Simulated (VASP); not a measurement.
Wanted: the native input for a VASP 6.6.1 run.

- Task: density of states
- Functional: PBEsol
- Potentials or basis: VASP PAW PBE potentials, release 64 (Li_sv)
- Cutoff: 520 eV
- k mesh: 15 × 15 × 8
- Occupations: fermi-dirac, width 0.03 eV
- Spin: no spin polarisation
- Dipole correction: no
- k mesh for the DOS: 23 × 23 × 12
- Occupations for the DOS: tetrahedron
- Further INCAR settings: ALGO = Normal; EDIFF = 1e-06; NBANDS = 10

Crystal: Li.

```xyz
2
Lattice="3.1110 0.0000 0.0000 -1.5555 2.6942 0.0000 0.0000 0.0000 5.0930" Properties=species:S:1:pos:R:3 pbc="T T T"
Li    0.0000    1.7961    1.2732
Li    1.5555    0.8981    3.8197
```

The input as run:

POSCAR

```
Li
1.0
    3.1110021516      0.0000000000      0.0000000000
   -1.5555010758      2.6942068945      0.0000000000
    0.0000000000      0.0000000000      5.0930000000
Li
2
Direct
    0.3333333333      0.6666666667      0.2500000000
    0.6666666667      0.3333333333      0.7500000000
```

INCAR.step1

```
  PREC = Accurate
  ENCUT = 520
  EDIFF = 1E-6
  ISMEAR = -1
  SIGMA = 0.03
  LREAL = False
  LASPH = True
  NELM = 100
  ALGO = Normal
  ISIF = 2
  LWAVE = False
  LCHARG = True
  GGA = PS
  NBANDS = 10
```

KPOINTS.step1

```
Automatic mesh
0
Gamma
  15 15 8
```

INCAR.step2

```
  PREC = Accurate
  ENCUT = 520
  EDIFF = 1E-6
  ISMEAR = -5
  SIGMA = 0.03
  LREAL = False
  LASPH = True
  NELM = 100
  ALGO = Normal
  ISIF = 2
  LWAVE = False
  LCHARG = False
  GGA = PS
  LORBIT = 10
  NBANDS = 10
  NEDOS = 2001
  ICHARG = 11
```

KPOINTS.step2

```
Automatic mesh
0
Gamma
  23 23 12
```

Potentials or basis: VASP PAW PBE potentials, release 64 (Li_sv).

The run is started by

```bash
$ cat potpaw_PBE.64/Li_sv/POTCAR > POTCAR
$ cp INCAR.step1 INCAR
$ cp KPOINTS.step1 KPOINTS
$ mpirun -np 1 vasp_std > vasp.out
$ cp INCAR.step2 INCAR
$ cp KPOINTS.step2 KPOINTS
$ mpirun -np 1 vasp_std > vasp.out
```

Results of the run:

| Property | Result |
| --- | --- |
| Valence electrons inside the program's atomic spheres | Li 2.07 |

It took 2.5 min on 1 thread of AMD EPYC 7R43 64-Core Processor (Zen 3), with other jobs on the host, peak memory 0.2 GiB.
